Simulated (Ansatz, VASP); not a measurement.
# Zr: VASP beside Ansatz

```
Zr
1.0
     3.23200    0.00000    0.00000
    -1.61600    2.79899    0.00000
     0.00000    0.00000    5.14700
Zr
2
Direct
  0.66667 0.33333 0.75000
  0.33333 0.66667 0.25000
```

Alike in both runs: functional PBEsol; k mesh 9 × 9 × 5; occupations fermi-dirac, width 0.05 eV; non-collinear spin, spin-orbit coupling.

|  | VASP | Ansatz |
| --- | --- | --- |
| version | VASP 6.6.1 | Ansatz 0.2.0 |
| potentials or method | VASP PAW PBE potentials, release 64 (Zr_sv) | Ansatz PAW |
| plane-wave cutoff (eV) | 520 | 420 |
| valence electrons in the cell | 24 | 24 |
| task | single point | band structure |

VASP gave:

| Item | Value |
| --- | --- |
| pressure (GPa) | -3.3 |
| traceless stress, the component that is largest in VASP (GPa) | 0.57 |
| net moment per atom (μB) | 0.00 |

Question: What did Ansatz give for the same quantities?

Answer: Pressure (GPa): -3.3; traceless stress, the component that is largest in VASP (GPa): 0.56; net moment per atom (μB): 0.00.

VASP's potentials were made for PBE, not for PBEsol.
